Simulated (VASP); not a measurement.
# HfN (Fm-3m) in VASP: notebook

HfN is run at these levels: PBE, revPBE; tasks: relaxation of cell and atoms, single point.

Everything below comes from runs of VASP 6.6.1. Logs are shortened: lines on timing, memory, paths and dates and some standing lists are left out, and cuts for length are marked.

## (1) The cell of the first run

Symmetry: Fm-3m, No. 225, cubic system. Conventional cell: a = 4.549 Å, b = 4.549 Å, c = 4.549 Å, α = 90.00°, β = 90.00°, γ = 90.00°. Within 3.0 Å of Hf (site symmetry m-3m) lie 6 N at 2.27 Å. Within 3.0 Å of N (site symmetry m-3m) lie 6 Hf at 2.27 Å.

## (2) Relaxation of cell and atoms, PBE, target pressure 50 GPa, at which the enthalpy is minimised

Input file INCAR:

```
  ALGO = Normal
  EDIFF = 1E-6
  EDIFFG = -0.001
  ENCUT = 600
  GGA = PE
  IBRION = 2
  ISIF = 3
  ISMEAR = -1
  LASPH = True
  LCHARG = False
  LREAL = False
  LWAVE = False
  NELM = 80
  NSW = 80
  PREC = Accurate
  PSTRESS = 500.0
  SIGMA = 0.15
```

Input file KPOINTS:

```
k-points
0
Gamma
  16 16 16
```

Input file POSCAR:

```
HfN
1.0
    0.0000000000      2.2743602385      2.2743602385
    2.2743602385      0.0000000000      2.2743602385
    2.2743602385      2.2743602385      0.0000000000
Hf N
1 1
Direct
    0.0000000000      0.0000000000      0.0000000000
    0.5000000000      0.5000000000      0.5000000000
```

Potentials or basis: VASP PAW PBE potentials, release 64 (Hf_pv, N).

Run with:

```bash
$ cat potpaw_PBE.64/Hf_pv/POTCAR potpaw_PBE.64/N/POTCAR > POTCAR
$ mpirun -np 1 vasp_std > vasp.out
```

OUTCAR:

```text
EDIFF = 1E-6
   EDIFFG = -0.001
   ENCUT = 600
   GGA = PE
   IBRION = 2
   ISIF = 3
   ISMEAR = -1
   LASPH = True
   LREAL = False
   NELM = 80
   NSW = 80
   PREC = Accurate
   PSTRESS = 500.0

 ion  position               nearest neighbor table
   1  0.000  0.000  0.000-   2 2.27   2 2.27   2 2.27   2 2.27   2 2.27   2 2.27
   2  0.500  0.500  0.500-   1 2.27   1 2.27   1 2.27   1 2.27   1 2.27   1 2.27

  LATTYP: Found a face centered cubic cell.
 ALAT       =     4.5487204770

  Lattice vectors:

 A1 = (   0.0000000000,   2.2743602385,   2.2743602385)
 A2 = (   2.2743602385,   0.0000000000,   2.2743602385)
 A3 = (   2.2743602385,   2.2743602385,   0.0000000000)

Analysis of symmetry for initial positions (statically):
=====================================================================
 Subroutine PRICEL returns:
 Original cell was already a primitive cell.

 Routine SETGRP: Setting up the symmetry group for a
 face centered cubic supercell.

 Subroutine GETGRP returns: Found 48 space group operations
[... 9 lines left out ...]

 Routine SETGRP: Setting up the symmetry group for a
 face centered cubic supercell.

 Subroutine GETGRP returns: Found 48 space group operations
[... 11 lines left out ...]
                                     Primitive cell

  volume of cell :      23.5292

  direct lattice vectors                    reciprocal lattice vectors
     0.000000000  2.274360238  2.274360238    -0.219842042  0.219842042  0.219842042
     2.274360238  0.000000000  2.274360238     0.219842042 -0.219842042  0.219842042
     2.274360238  2.274360238  0.000000000     0.219842042  0.219842042 -0.219842042

  length of vectors
     3.216431095  3.216431095  3.216431095     0.380777587  0.380777587  0.380777587

  position of ions in fractional coordinates (direct lattice)
     0.000000000  0.000000000  0.000000000
     0.500000000  0.500000000  0.500000000

  ion indices of the primitive-cell ions
   primitive index   ion index
                 1           1
                 2           2

----------------------------------------------------------------------------------------

 KPOINTS: k-points

Automatic generation of k-mesh.
 Grid dimensions read from file:
 generate k-points for:   16   16   16

 Generating k-lattice:

  Cartesian coordinates                     Fractional coordinates (reciprocal lattice)
    -0.013740128  0.013740128  0.013740128     0.062500000  0.000000000  0.000000000
     0.013740128 -0.013740128  0.013740128     0.000000000  0.062500000  0.000000000
     0.013740128  0.013740128 -0.013740128     0.000000000  0.000000000  0.062500000

  Length of vectors
     0.023798599  0.023798599  0.023798599

  Shift w.r.t. Gamma in fractional coordinates (k-lattice)
     0.000000000  0.000000000  0.000000000

 Subroutine IBZKPT returns following result:
 ===========================================

 Found    145 irreducible k-points:

 Following reciprocal coordinates:
            Coordinates               Weight
  0.000000  0.000000  0.000000      1.000000
  0.062500  0.000000  0.000000      8.000000
  0.125000  0.000000  0.000000      8.000000
  0.187500  0.000000  0.000000      8.000000
  0.250000  0.000000  0.000000      8.000000
  0.312500  0.000000  0.000000      8.000000
[... 16 lines left out ...]
 -0.125000  0.062500  0.000000     24.000000
 -0.062500  0.062500  0.000000     12.000000
 [... further k-points ...]
   k-points           NKPTS =    145   k-points in BZ     NKDIM =    145   number of bands    NBANDS=     11
   number of dos      NEDOS =    301   number of ions     NIONS =      2
   total plane-waves  NPLWV =  21952
   dimension x,y,z NGX =    28 NGY =   28 NGZ =   28
   dimension x,y,z NGXF=    56 NGYF=   56 NGZF=   56
   ions per type =               1   1
   NGX,Y,Z   is equivalent  to a cutoff of  14.47, 14.47, 14.47 a.u.
   NGXF,Y,Z  is equivalent  to a cutoff of  28.94, 28.94, 28.94 a.u.
 SYSTEM =  unknown system
   PREC   = accura    normal or accurate (medium, high low for compatibility)
   ISTART =      0    job   : 0-new  1-cont  2-samecut
   ICHARG =      2    charge: 1-file 2-atom 10-const
   ISPIN  =      1    spin polarized calculation?
   LNONCOLLINEAR =      F non collinear calculations
   LSORBIT =      F    spin-orbit coupling
   LASPH  =      T    aspherical Exc in radial PAW
   ENCUT  =  600.0 eV  44.10 Ry    6.64 a.u.   6.42  6.42  6.42*2*pi/ulx,y,z
   NELM   =     80;   NELMIN=  2; NELMDL= -5     # of ELM steps
   EDIFF  = 0.1E-05   stopping-criterion for ELM
   LREAL  =      F    real-space projection
   EDIFFG = -.1E-02   stopping-criterion for IOM
   NSW    =     80    number of steps for IOM
   IBRION =      2    ionic relax: 0-MD 1-quasi-New 2-CG
   NFREE  =      1    steps in history (QN), initial steepest desc. (CG)
   ISIF   =      3    stress and relaxation
   ISYM   =      2    0-nonsym 1-usesym 2-fastsym
   POTIM  = 0.5000    time-step for ionic-motion
   TEBEG  =    0.0;   TEEND  =   0.0 temperature during run
   PSTRESS=  500.0 pullay stress
   NELECT =      15.0000    total number of electrons
   NUPDOWN=      -1.0000    fix difference up-down
   EMIN   =  10.00;   EMAX   =-10.00  energy-range for DOS
   EFERMI =   0.00;   METHOD = LEGACY
   ISMEAR =    -1;   SIGMA  =   0.15  broadening in eV -4-tet -1-fermi 0-gaus
   EFERMI_NEDOS =   21; number of points for ismear=-14 and -15
   IALGO  =     38    algorithm
   IMIX   =      4    mixing-type and parameters
     AMIX     =   0.40;   BMIX     =  1.00
     AMIX_MAG =   1.60;   BMIX_MAG =  1.00
  volume/ion in A,a.u.               =      11.76        79.39
  Fermi-wavevector in a.u.,A,eV,Ry     =   1.408973  2.662573 27.010352  1.985205
  Thomas-Fermi vector in A             =   2.531076
   LORBIT       =      0    0 simple, 1 ext, 2 COOP (PROOUT), +10 PAW based schemes
   GGA     = PE    functional components
   LHFCALC =     F    Hartree Fock is set to
   AEXX    =    0.0000 exact exchange contribution
   IVDW    =     0    specifies the selected vdW correction
   LEPSILON=     F    determine dielectric tensor
   LRPA    =     F    only Hartree local field effects (RPA)
 conjugate gradient relaxation of ions
 non-spin polarized calculation
  energy-cutoff  :      600.00
  volume of cell :       23.53
 maximum number of plane-waves:       817
 NGX is ok and might be reduce to    28
   NGX = 13   NGY = 13   NGZ = 13

--------------------------------------- Ionic step        1  -------------------------------------------

 number of electron      15.0000000 magnetization

 Free energy of the ion-electron system (eV)
  ---------------------------------------------------
  ext. energy  EPLUGINS =         0.00000000
  ---------------------------------------------------
  free energy    TOTEN  =       -21.78100412 eV

  energy without entropy =      -21.73645242  energy(sigma->0) =      -21.75872827

------------------------ aborting loop because EDIFF is reached ----------------------------------------

  FORCE on cell =-STRESS in cart. coord.  units (eV):
  Direction    XX          YY          ZZ          XY          YZ          ZX
  --------------------------------------------------------------------------------------
  -------------------------------------------------------------------------------------
  Total       -0.3582721     -0.3582721     -0.3582721      0.0000000      0.0000000     -0.0000000
  in kB      -24.3958422    -24.3958422    -24.3958422      0.0000000      0.0000000     -0.0000000
  external PRESSURE =    -524.3958422 kB  Pullay stress =     500.0000000 kB
[... 25 lines left out ...]
--------------------------------------- Ionic step        2  -------------------------------------------

 number of electron      15.0000000 magnetization

 E-fermi :  14.5713     XC(G=0): -16.1655

 val. band max:       14.5649889645   @ k =  -0.3750   0.3750   0.1250
 cond. band min:      14.6272452159   @ k =  -0.1875   0.1875   0.0625
 fundamental gap:      0.0622562514
 Fermi energy:        14.5712829402

 k-point     1 :       0.0000    0.0000    0.0000
  band No.  band energies     occupation
      1     -14.0621      2.00000
      2     -14.0621      2.00000
      3     -14.0621      2.00000
      4      -5.5798      2.00000
      5      11.3648      2.00000
      6      11.3648      2.00000
      7      11.3648      2.00000
      8      13.4366      1.99896
      9      13.4366      1.99896
     10      13.4366      1.99896
     11      18.2049      0.00000
[... 309 lines left out ...]
 k-point    24 :      -0.0625    0.0625    0.0000
  band No.  band energies     occupation
      1     -14.9410      2.00000
      2     -14.2365      2.00000
      3     -14.0426      2.00000
      4      -4.5846      2.00000
      5       9.6767      2.00000
      6       9.6823      2.00000
      7      10.5532      2.00000
      8      13.7576      1.99122
      9      13.9821      1.96139
     10      14.7999      0.35779
     11      19.2017      0.00000

 [... further k-points ...]
[... 5 lines left out ...]
  --------------------------------------------------------------------------------------
  -------------------------------------------------------------------------------------
  Total       47.3945480     47.3945480     47.3945480      0.0000000     -0.0000000      0.0000000
  in kB     5978.2987247   5978.2987247   5978.2987247      0.0000000     -0.0000000      0.0000000
  external PRESSURE =    5478.2987247 kB  Pullay stress =     500.0000000 kB
[... 59 lines left out ...]
  energy  without entropy=      -21.4867436689  energy(sigma->0) =      -21.50608292

  enthalpy is  TOTEN    =       -15.0058928509 eV   P V=        6.5195293159

[... ionic steps 4 to 13 ...]

--------------------------------------- Ionic step       14  -------------------------------------------

 number of electron      15.0000001 magnetization

------------------------ aborting loop because EDIFF is reached ----------------------------------------
[... 71 lines left out ...]
--------------------------------------- Ionic step       16  -------------------------------------------

 number of electron      15.0000001 magnetization

 Free energy of the ion-electron system (eV)
  ---------------------------------------------------
  ext. energy  EPLUGINS =         0.00000000
  ---------------------------------------------------
  free energy    TOTEN  =       -21.36950584 eV

  energy without entropy =      -21.33201813  energy(sigma->0) =      -21.35076199

 E-fermi :   9.5586     XC(G=0): -13.4105

 val. band max:        9.5532202584   @ k =   0.0625   0.0625   0.0000
 cond. band min:       9.5619672232   @ k =   0.3750   0.1250   0.0000
 fundamental gap:      0.0087469648
 Fermi energy:         9.5586223657

 k-point     1 :       0.0000    0.0000    0.0000
  band No.  band energies     occupation
      1     -21.0880      2.00000
      2     -21.0880      2.00000
      3     -21.0880      2.00000
      4      -8.7045      2.00000
      5       6.3865      2.00000
      6       6.3865      2.00000
      7       6.3865      2.00000
      8       9.1192      1.89859
      9       9.1192      1.89859
     10       9.1192      1.89859
     11      11.8381      0.00000
[... 309 lines left out ...]
 k-point    24 :      -0.0625    0.0625    0.0000
  band No.  band energies     occupation
      1     -21.2478      2.00000
      2     -21.1258      2.00000
      3     -21.0895      2.00000
      4      -8.3907      2.00000
      5       5.2855      2.00000
      6       5.5868      2.00000
      7       5.9773      2.00000
      8       9.3184      1.66445
      9       9.3190      1.66330
     10       9.8550      0.24347
     11      12.2064      0.00000

 [... further k-points ...]
[... 5 lines left out ...]
  --------------------------------------------------------------------------------------
  -------------------------------------------------------------------------------------
  Total        6.3389440      6.3389440      6.3389440      0.0000000      0.0000000     -0.0000000
  in kB      499.8543684    499.8543684    499.8543684      0.0000000      0.0000000     -0.0000000
  external PRESSURE =      -0.1456316 kB  Pullay stress =     500.0000000 kB
[... 21 lines left out ...]
  energy  without entropy=      -21.3320181289  energy(sigma->0) =      -21.35076199

  enthalpy is  TOTEN    =       -15.0287149676 eV   P V=        6.3407908769

 reached required accuracy - stopping structural energy minimisation
```

Wall time 8.5 min (1 thread of AMD EPYC 7R13, shared host); peak memory 0.19 GiB.

What came out:

| Property | Result |
| --- | --- |
| Free energy | -21.3695 eV |
| Relaxed volume | 10.16 Å³/atom |
| Relaxed cell | a = 3.063 Å, b = 3.063 Å, c = 3.063 Å, α = 60.00°, β = 60.00°, γ = 60.00° |
| Space group after relaxing (to 0.05 Å) | Fm-3m (No. 225) |
| Energy change on relaxing (the enthalpy is what falls) | +205.7 meV/atom |
| Ionic steps | 16 |
| Pressure after relaxing | 50.0 GPa |

Step by step:
```csv
step,energy change (eV),largest force (eV/Å),pressure (GPa),volume (Å³)
1,0.0000,0.0000,-2.44,23.53
2,11.6522,0.0000,597.83,12.70
3,0.2556,0.0000,37.56,20.89
4,0.3436,0.0000,44.78,20.55
5,0.4131,0.0000,50.10,20.31
6,0.3942,0.0000,48.69,20.37
7,0.3956,0.0000,48.79,20.37
8,0.3997,0.0000,49.12,20.36
9,0.3998,0.0000,49.11,20.36
10,0.4000,0.0000,49.11,20.36
11,0.4004,0.0000,49.13,20.35
12,0.4013,0.0000,49.16,20.35
13,0.4030,0.0000,49.35,20.35
14,0.4065,0.0000,49.63,20.33
15,0.4136,0.0000,50.15,20.31
16,0.4115,0.0000,49.99,20.32
```

Final structure:
```
Hf N
1.0
     0.00000    2.16580    2.16580
     2.16580    0.00000    2.16580
     2.16580    2.16580    0.00000
Hf N
1 1
Direct
  0.00000 0.00000 0.00000
  0.50000 0.50000 0.50000
```

Caveat: the cell is relaxed towards a set pressure, so the enthalpy falls and the energy may rise; spin-orbit coupling is left out, which moves the levels of the heavy elements.

(Continued in part 2 of 2.)
